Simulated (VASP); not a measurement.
# SnSe in VASP: further runs

The runs below take SnSe through single point, with r2SCAN, RPBE+D3(BJ), PBE exchange alone, BLYP, PBEsol+D4.

Program: VASP 6.6.1. These are calculated values, not measurements. Logs are shortened: lines on timing, memory, paths and dates and some standing lists are left out, and cuts for length are marked.

**Experimental background.**

From “Linear dichroism of the optical properties of SnS and SnSe van der Waals crystals”, 2024, arxiv:2409.17412, for a bulk crystal of SnSe at 300 K: band gap 0.89 eV (indirect).

The results are compared with them further down.

## (1) The cell of the first run

It takes space group Pm (No. 6, monoclinic). Conventional cell: a = 4.415 Å, b = 4.190 Å, c = 11.420 Å, α = 90.00°, β = 90.00°, γ = 90.00°. Within 3.6 Å of Sn (site symmetry m) lie 6 Se at 2.69 to 3.50 Å and 2 Sn at 3.60 Å. Sn (site symmetry m) has 6 Se at 2.69 to 3.47 Å and 2 Sn at 3.60 Å within 3.6 Å. Within 3.6 Å of Sn (site symmetry m) lie 6 Se at 2.69 to 3.50 Å and 2 Sn at 3.60 Å. Within 3.6 Å of Sn (site symmetry m) lie 6 Se at 2.69 to 3.50 Å and 2 Sn at 3.60 Å. Within 3.6 Å of Se (site symmetry m) lie 6 Sn at 2.69 to 3.50 Å. Se (site symmetry m) has 6 Sn at 2.69 to 3.50 Å within 3.6 Å. Se (site symmetry m) has 6 Sn at 2.69 to 3.50 Å within 3.6 Å. Se (site symmetry m) has 6 Sn at 2.69 to 3.47 Å within 3.5 Å.

## (2) Single point, r2SCAN (last atom moved by 0.05 Å along z, cell strained by -1.0% along z)

INCAR

```
SYSTEM = SnSe
ALGO = Normal
EDIFF = 1E-7
EFERMI = MIDGAP
ENCUT = 620
GGA_COMPAT = .FALSE.
ISIF = 2
ISMEAR = 0
KPAR = 8
LASPH = .TRUE.
LCHARG = .FALSE.
LMIXTAU = .TRUE.
LREAL = .FALSE.
LWAVE = .FALSE.
METAGGA = R2SCAN
NBANDS = 72
NELM = 120
PREC = Accurate
SIGMA = 0.03
```

KPOINTS

```
Automatic mesh
0
Gamma
  3 8 8
  0 0 0
```

POSCAR

```
SnSe
1.0
   11.4200000000      0.0000000000      0.0000000000
    0.0000000000      4.1900000000      0.0000000000
    0.0000000000      0.0000000000      4.4154000000
Sn Se
4 4
Direct
    0.8770000000      0.7500000000      0.9090000000
    0.6230000000      0.2500000000      0.4090000000
    0.3770000000      0.7500000000      0.5910000000
    0.1230000000      0.2500000000      0.0910000000
    0.6430000000      0.7500000000      0.9840000000
    0.8570000000      0.2500000000      0.4840000000
    0.1430000000      0.7500000000      0.5160000000
    0.3570000000      0.2500000000      0.0272107600
```

Potentials or basis: VASP PAW PBE potentials, release 64 (Sn_d, Se).

Command:

```
$ cat potpaw_PBE.64/Sn_d/POTCAR potpaw_PBE.64/Se/POTCAR > POTCAR
$ mpirun -np 8 vasp_std > vasp.out
```

OUTCAR:

```text
SYSTEM = SnSe
   EDIFF = 1E-7
   EFERMI = MIDGAP
   ENCUT = 620
   ISIF = 2
   ISMEAR = 0
   LASPH = .TRUE.
   LREAL = .FALSE.
   METAGGA = R2SCAN
   NELM = 120
   PREC = Accurate

 ion  position               nearest neighbor table
   1  0.877  0.750  0.909-   5 2.69   6 2.82   6 2.82   4 3.60   4 3.60
   2  0.623  0.250  0.409-   6 2.69   5 2.82   5 2.82   3 3.60   3 3.60
   3  0.377  0.750  0.591-   7 2.69   8 2.85   8 2.85   8 3.26   8 3.26   2 3.60   2 3.60
   4  0.123  0.250  0.091-   8 2.69   7 2.82   7 2.82   1 3.60   1 3.60
   5  0.643  0.750  0.984-   1 2.69   2 2.82   2 2.82
   6  0.857  0.250  0.484-   2 2.69   1 2.82   1 2.82
   7  0.143  0.750  0.516-   3 2.69   4 2.82   4 2.82
   8  0.357  0.250  0.027-   4 2.69   3 2.85   3 2.85   3 3.26   3 3.26

  LATTYP: Found a simple orthorhombic cell.
 ALAT       =     4.1900000000
 B/A-ratio  =     1.0537947494
 C/A-ratio  =     2.7255369928

  Lattice vectors:

 A1 = (   0.0000000000,   4.1900000000,   0.0000000000)
 A2 = (   0.0000000000,   0.0000000000,   4.4154000000)
 A3 = (  11.4200000000,   0.0000000000,   0.0000000000)

Analysis of symmetry for initial positions (statically):
=====================================================================
 Subroutine PRICEL returns:
 Original cell was already a primitive cell.

 Routine SETGRP: Setting up the symmetry group for a
 simple orthorhombic supercell.

 Subroutine GETGRP returns: Found  2 space group operations
 (whereof  1 operations were pure point group operations)
 out of a pool of  8 trial point group operations.

The static configuration has the point symmetry C_1 .
 The point group associated with its full space group is C_1h.

Analysis of symmetry for dynamics (positions and initial velocities):
=====================================================================
 Subroutine PRICEL returns:
 Original cell was already a primitive cell.

 Routine SETGRP: Setting up the symmetry group for a
 simple orthorhombic supercell.

 Subroutine GETGRP returns: Found  2 space group operations
 (whereof  1 operations were pure point group operations)
 out of a pool of  8 trial point group operations.

The dynamic configuration has the point symmetry C_1 .
 The point group associated with its full space group is C_1h.

 Subroutine INISYM returns: Found  2 space group operations
 (whereof  1 operations are pure point group operations),
 and found     1 'primitive' translations

----------------------------------------------------------------------------------------

                                     Primitive cell

  volume of cell :     211.2760

  direct lattice vectors                    reciprocal lattice vectors
    11.420000000  0.000000000  0.000000000     0.087565674  0.000000000  0.000000000
     0.000000000  4.190000000  0.000000000     0.000000000  0.238663484  0.000000000
     0.000000000  0.000000000  4.415400000     0.000000000  0.000000000  0.226480047

  length of vectors
    11.420000000  4.190000000  4.415400000     0.087565674  0.238663484  0.226480047

  position of ions in fractional coordinates (direct lattice)
     0.877000000  0.750000000  0.909000000
     0.623000000  0.250000000  0.409000000
     0.377000000  0.750000000  0.591000000
     0.123000000  0.250000000  0.091000000
     0.643000000  0.750000000  0.984000000
     0.857000000  0.250000000  0.484000000
     0.143000000  0.750000000  0.516000000
     0.357000000  0.250000000  0.027210760

  ion indices of the primitive-cell ions
   primitive index   ion index
                 1           1
                 2           2
                 3           3
                 4           4
                 5           5
                 6           6
                 7           7
                 8           8

----------------------------------------------------------------------------------------

 KPOINTS: Automatic mesh

Automatic generation of k-mesh.
 Grid dimensions read from file:
 generate k-points for:    3    8    8

 Generating k-lattice:

  Cartesian coordinates                     Fractional coordinates (reciprocal lattice)
     0.029188558  0.000000000  0.000000000     0.333333333  0.000000000  0.000000000
     0.000000000  0.029832936  0.000000000     0.000000000  0.125000000  0.000000000
     0.000000000  0.000000000  0.028310006     0.000000000  0.000000000  0.125000000

  Length of vectors
     0.029188558  0.029832936  0.028310006

  Shift w.r.t. Gamma in fractional coordinates (k-lattice)
     0.000000000  0.000000000  0.000000000

 Subroutine IBZKPT returns following result:
 ===========================================

 Found     65 irreducible k-points:

 Following reciprocal coordinates:
            Coordinates               Weight
  0.000000  0.000000  0.000000      1.000000
  0.333333  0.000000  0.000000      2.000000
  0.000000  0.125000  0.000000      2.000000
  0.333333  0.125000  0.000000      4.000000
  0.000000  0.250000  0.000000      2.000000
  0.333333  0.250000  0.000000      4.000000
[... 16 lines left out ...]
  0.000000  0.500000  0.125000      2.000000
  0.333333  0.500000  0.125000      2.000000
 [... further k-points ...]
   k-points           NKPTS =     65   k-points in BZ     NKDIM =     65   number of bands    NBANDS=     72
   number of dos      NEDOS =    301   number of ions     NIONS =      8
   total plane-waves  NPLWV = 124416
   dimension x,y,z NGX =    96 NGY =   36 NGZ =   36
   dimension x,y,z NGXF=   192 NGYF=   72 NGZF=   72
   ions per type =               4   4
   NGX,Y,Z   is equivalent  to a cutoff of  13.98, 14.28, 13.55 a.u.
   NGXF,Y,Z  is equivalent  to a cutoff of  27.95, 28.57, 27.11 a.u.
 SYSTEM =  SnSe
   PREC   = accura    normal or accurate (medium, high low for compatibility)
   ISTART =      0    job   : 0-new  1-cont  2-samecut
   ICHARG =      2    charge: 1-file 2-atom 10-const
   ISPIN  =      1    spin polarized calculation?
   LNONCOLLINEAR =      F non collinear calculations
   LSORBIT =      F    spin-orbit coupling
   LASPH  =      T    aspherical Exc in radial PAW
   ENCUT  =  620.0 eV  45.57 Ry    6.75 a.u.  23.19  8.51  8.96*2*pi/ulx,y,z
   NELM   =    120;   NELMIN=  2; NELMDL= -5     # of ELM steps
   EDIFF  = 0.1E-06   stopping-criterion for ELM
   LREAL  =      F    real-space projection
   EDIFFG = 0.1E-05   stopping-criterion for IOM
   NSW    =      0    number of steps for IOM
   IBRION =     -1    ionic relax: 0-MD 1-quasi-New 2-CG
   NFREE  =      0    steps in history (QN), initial steepest desc. (CG)
   ISIF   =      2    stress and relaxation
   ISYM   =      2    0-nonsym 1-usesym 2-fastsym
   POTIM  = 0.5000    time-step for ionic-motion
   TEBEG  =    0.0;   TEEND  =   0.0 temperature during run

   SCALEE = 1.0000    scale energy and forces
   PSTRESS=    0.0 pullay stress
   NELECT =      80.0000    total number of electrons
   NUPDOWN=      -1.0000    fix difference up-down
   EMIN   =  10.00;   EMAX   =-10.00  energy-range for DOS
   EFERMI =   0.00;   METHOD = MIDGAP
   ISMEAR =     0;   SIGMA  =   0.03  broadening in eV -4-tet -1-fermi 0-gaus
   EFERMI_NEDOS =   21; number of points for ismear=-14 and -15
   IALGO  =     38    algorithm
   IMIX   =      4    mixing-type and parameters
     AMIX     =   0.40;   BMIX     =  1.00
     AMIX_MAG =   1.60;   BMIX_MAG =  1.00
  volume/ion in A,a.u.               =      26.41       178.22
  Fermi-wavevector in a.u.,A,eV,Ry     =   1.184372  2.238138 19.085393  1.402737
  Thomas-Fermi vector in A             =   2.320587
   LORBIT       =      0    0 simple, 1 ext, 2 COOP (PROOUT), +10 PAW based schemes
   METAGGA = R2SCAN    functional components
   LHFCALC =     F    Hartree Fock is set to
   AEXX    =    0.0000 exact exchange contribution
   IVDW    =     0    specifies the selected vdW correction
   LEPSILON=     F    determine dielectric tensor
   LRPA    =     F    only Hartree local field effects (RPA)

   CSHIFT  =0.1000    complex shift for real part using Kramers Kronig

   OMEGAMAX=  -1.0    maximum frequency
 non-spin polarized calculation
 Gauss-broadening in eV      SIGMA  =   0.03
  energy-cutoff  :      620.00
  volume of cell :      211.28
 maximum number of plane-waves:      7442
 NGX is ok and might be reduce to    96
   NGX = 47   NGY = 17   NGZ = 17

 number of electron      80.0000000 magnetization

 Free energy of the ion-electron system (eV)
  ---------------------------------------------------
  ext. energy  EPLUGINS =         0.00000000
  ---------------------------------------------------
  free energy    TOTEN  =      -159.71450390 eV

  energy without entropy =     -159.71450390  energy(sigma->0) =     -159.71450390

 E-fermi :   5.9035     XC(G=0): -10.3182

 val. band max:        5.4133847856   @ k =   0.0000   0.0000   0.3750
 cond. band min:       6.3935495451   @ k =   0.0000   0.0000   0.0000
 fundamental gap:      0.9801647596
 Fermi energy:         5.9034671653

 k-point     1 :       0.0000    0.0000    0.0000
  band No.  band energies     occupation
      1     -16.6080      2.00000
      2     -16.5988      2.00000
      3     -16.5954      2.00000
      4     -16.5861      2.00000
      5     -16.5838      2.00000
      6     -16.5811      2.00000
[... 44 lines left out ...]
     51      11.1205      0.00000
     52      11.7671      0.00000

 k-point     2 :       0.3333    0.0000    0.0000
  band No.  band energies     occupation
      1     -16.6066      2.00000
      2     -16.5988      2.00000
      3     -16.5954      2.00000
      4     -16.5890      2.00000
      5     -16.5864      2.00000
      6     -16.5807      2.00000
[... 44 lines left out ...]
     51      11.0835      0.00000
     52      11.5940      0.00000
[... 1153 lines left out ...]
     51      10.7672      0.00000
     52      10.8217      0.00000

 k-point    24 :       0.3333    0.5000    0.1250
  band No.  band energies     occupation
      1     -16.6131      2.00000
      2     -16.6026      2.00000
      3     -16.5981      2.00000
      4     -16.5962      2.00000
      5     -16.5850      2.00000
      6     -16.5726      2.00000
[... 44 lines left out ...]
     51      10.1386      0.00000
     52      10.1482      0.00000

 [... further k-points ...]

 [bands above 52 left out]

------------------------ aborting loop because EDIFF is reached ----------------------------------------

  FORCE on cell =-STRESS in cart. coord.  units (eV):
  Direction    XX          YY          ZZ          XY          YZ          ZX
  --------------------------------------------------------------------------------------
  -------------------------------------------------------------------------------------
  Total        4.4291499      1.1743281      1.6375204      0.0000000      0.0000000     -0.0548210
  in kB       33.5877395      8.9053265     12.4178701      0.0000000      0.0000000     -0.4157263
  external PRESSURE =      18.3036454 kB  Pullay stress =       0.0000000 kB

 VOLUME and BASIS-vectors are now :
 -----------------------------------------------------------------------------
  energy-cutoff  :      620.00
  volume of cell :      211.28
      direct lattice vectors                 reciprocal lattice vectors
    11.420000000  0.000000000  0.000000000     0.087565674  0.000000000  0.000000000
     0.000000000  4.190000000  0.000000000     0.000000000  0.238663484  0.000000000
     0.000000000  0.000000000  4.415400000     0.000000000  0.000000000  0.226480047

 POSITION                                       TOTAL-FORCE (eV/Angst)
 -----------------------------------------------------------------------------------
     10.01534      3.14250      4.01360         0.188147      0.000000     -0.075672
      7.11466      1.04750      1.80590        -0.172455      0.000000     -0.073603
      4.30534      3.14250      2.60950         0.162988      0.000000      0.171015
      1.40466      1.04750      0.40180        -0.179762      0.000000      0.074668
      7.34306      3.14250      4.34475        -0.085941      0.000000      0.115051
      9.78694      1.04750      2.13705         0.080337      0.000000      0.105397
      1.63306      3.14250      2.27835        -0.088690      0.000000     -0.045489
      4.07694      1.04750      0.12015         0.095376      0.000000     -0.271368
 -----------------------------------------------------------------------------------
    total drift:                                0.000005      0.000000      0.000109

  FREE ENERGIE OF THE ION-ELECTRON SYSTEM (eV)
  ---------------------------------------------------
  free  energy   TOTEN  =      -159.7145038961 eV

  energy  without entropy=     -159.7145038961  energy(sigma->0) =     -159.71450390
```

Wall time 12 min (8 MPI ranks of Intel Xeon Platinum 8259CL at 2.50GHz (Skylake/Cascade Lake), shared host); peak memory 1 GiB.

Results:

| Quantity | Value |
| --- | --- |
| Free energy | -159.7145 eV |
| Pressure | 1.8 GPa |
| Largest force | 0.288 eV/Å |
| Band gap on the k mesh | 0.98 eV (least direct gap 1.18 eV) |

Forces on the atoms (eV/Å):
```
Sn   0.188  0.000 -0.076
Sn  -0.172  0.000 -0.074
Sn   0.163  0.000  0.171
Sn  -0.180  0.000  0.075
Se  -0.086  0.000  0.115
Se   0.080  0.000  0.105
Se  -0.089  0.000 -0.045
Se   0.095  0.000 -0.271
```

Caveat: the cell differs from its parent crystal (last atom moved by 0.05 Å along z, cell strained by -1.0% along z); the PAW data sets were made with another functional, which shifts forces and pressure a little; spin-orbit coupling is left out, which moves the levels of the heavy elements; an odd mesh through Γ misses points on the zone boundary, where band edges can lie.

## (3) Single point, RPBE+D3(BJ)

This run uses another cell than the first one, of 25.08 Å³/atom.

INCAR

```
SYSTEM = SnSe
PREC = Accurate
ENCUT = 520
EDIFF = 1E-7
ISMEAR = -1
SIGMA = 0.05
LREAL = .False.
LASPH = .True.
NELM = 80
ALGO = Normal
ISIF = 2
LWAVE = .False.
LCHARG = .False.
GGA = RP
IVDW = 12
NBANDS = 50
```

KPOINTS

```
Automatic mesh
0
Gamma
  3 6 6
  0 0 0
```

POSCAR

```
SnSe
1.0
   11.1868733615      0.0000000000      0.0000000000
    0.0000000000      4.1044657955      0.0000000000
    0.0000000000      0.0000000000      4.3689540449
Sn Se
4 4
Direct
    0.8770000000      0.7500000000      0.9090000000
    0.6230000000      0.2500000000      0.4090000000
    0.3770000000      0.7500000000      0.5910000000
    0.1230000000      0.2500000000      0.0910000000
    0.6430000000      0.7500000000      0.9840000000
    0.8570000000      0.2500000000      0.4840000000
    0.1430000000      0.7500000000      0.5160000000
    0.3570000000      0.2500000000      0.0160000000
```

Potentials or basis: VASP PAW PBE potentials, release 64 (Sn_d, Se).

Command:

```
$ cat potpaw_PBE.64/Sn_d/POTCAR potpaw_PBE.64/Se/POTCAR > POTCAR
$ mpirun -np 1 vasp_std > vasp.out
```

Wall time 4.8 min (1 thread of Intel Xeon Platinum 8259CL at 2.50GHz (Skylake/Cascade Lake), shared host); peak memory 0.42 GiB.

The run converged. Its results:

```
Free energy                : -43.0611 eV
Pressure                   : -7.3 GPa
Largest force              : 0.860 eV/Å
Band gap on the k mesh     : 0.57 eV (least direct gap 0.75 eV)
Dispersion energy per atom : -1.705 eV
```

Forces on the atoms (eV/Å):
```
Sn   0.803  0.000  0.306
Sn  -0.803  0.000  0.306
Sn   0.803  0.000 -0.306
Sn  -0.803  0.000 -0.306
Se  -0.585  0.000 -0.273
Se   0.585  0.000 -0.273
Se  -0.585  0.000  0.273
Se   0.585  0.000  0.273
```

Stress tensor (GPa, compression positive):
```
-4.50  0.00  0.00
 0.00 -8.50  0.00
 0.00  0.00 -8.78
```

Levels at points of the mesh, in eV from the valence-band top:
| k point | band 36 | band 37 | band 38 | band 39 | band 40 | band 41 | band 42 | band 43 | band 44 | band 45 |
| --- | --- | --- | --- | --- | --- | --- | --- | --- | --- | --- |
| (0.00, 0.00, 0.00) | -2.11 | -1.81 | -1.27 | -0.91 | -0.65 | 0.69 | 2.86 | 2.89 | 2.99 | 3.33 |
| (0.00, 0.50, 0.00) | -1.99 | -1.13 | -1.13 | -0.82 | -0.82 | 0.79 | 0.79 | 1.53 | 1.53 | 1.55 |
| (0.00, 0.00, 0.50) | -1.73 | -0.88 | -0.88 | -0.32 | -0.32 | 1.26 | 1.26 | 1.49 | 1.49 | 1.79 |
| (0.00, 0.50, 0.50) | -3.55 | -2.50 | -2.50 | -1.71 | -1.71 | 2.90 | 2.90 | 3.16 | 3.16 | 4.80 |

Caveat: the cell stands under tension; the PAW data sets were made with another functional, which shifts forces and pressure a little; spin-orbit coupling is left out, which moves the levels of the heavy elements; an odd mesh through Γ misses points on the zone boundary, where band edges can lie.

## (4) Single point, PBE exchange alone

This run uses another cell than the first one, of 25.08 Å³/atom.

INCAR

```
PREC = Accurate
ENCUT = 520
EDIFF = 1E-6
ISMEAR = -1
SIGMA = 0.05
LREAL = False
LASPH = True
NELM = 60
ALGO = Normal
ISIF = 2
LWAVE = False
LCHARG = True
GGA = PE
ALDAC = 0.0
AGGAC = 0.0
LELF = True
LVHAR = True
NBANDS = 50
```

KPOINTS

```
regular mesh
0
Gamma
  3 6 6
```

POSCAR is that of step 3.

Command:

```
$ cat potpaw_PBE.64/Sn_d/POTCAR potpaw_PBE.64/Se/POTCAR > POTCAR
$ mpirun -np 1 vasp_std > vasp.out
```

Wall time 4.7 min (1 thread of Intel Xeon Platinum 8259CL at 2.50GHz (Skylake/Cascade Lake), shared host); peak memory 0.41 GiB.

It converged, with:

| Quantity | Value |
| --- | --- |
| Free energy | -21.0751 eV |
| Pressure | 17.6 GPa |
| Largest force | 1.028 eV/Å |
| Band gap on the k mesh | 0.64 eV (least direct gap 0.82 eV) |

Forces in eV/Å, atoms in the order of the input:
```
Sn   0.983  0.000  0.299
Sn  -0.983  0.000  0.299
Sn   0.983  0.000 -0.299
Sn  -0.983  0.000 -0.299
Se  -0.766  0.000 -0.256
Se   0.766  0.000 -0.256
Se  -0.766  0.000  0.256
Se   0.766  0.000  0.256
```

Stress tensor (GPa, compression positive):
```
20.32  0.00  0.00
 0.00 16.44  0.00
 0.00  0.00 16.02
```

Levels at points of the mesh, in eV from the valence-band top:
```csv
k point,band 37,band 38,band 39,band 40,band 41,band 42,band 43,band 44
"(0.00, 0.00, 0.00)",-1.75,-1.27,-0.87,-0.63,0.76,3.06,3.12,3.12
"(0.00, 0.50, 0.00)",-1.08,-1.08,-0.80,-0.80,0.92,0.92,1.58,1.58
"(0.00, 0.00, 0.50)",-0.81,-0.81,-0.30,-0.30,1.31,1.31,1.53,1.53
"(0.00, 0.50, 0.50)",-2.45,-2.45,-1.65,-1.65,2.95,2.95,3.23,3.23
```

Caveat: the cell stands under pressure; spin-orbit coupling is left out, which moves the levels of the heavy elements; an odd mesh through Γ misses points on the zone boundary, where band edges can lie; forces of over 1 eV/Å act on the atoms, so gaps and moduli don't describe the material at rest.

(Part 1 of 2 ends here.)
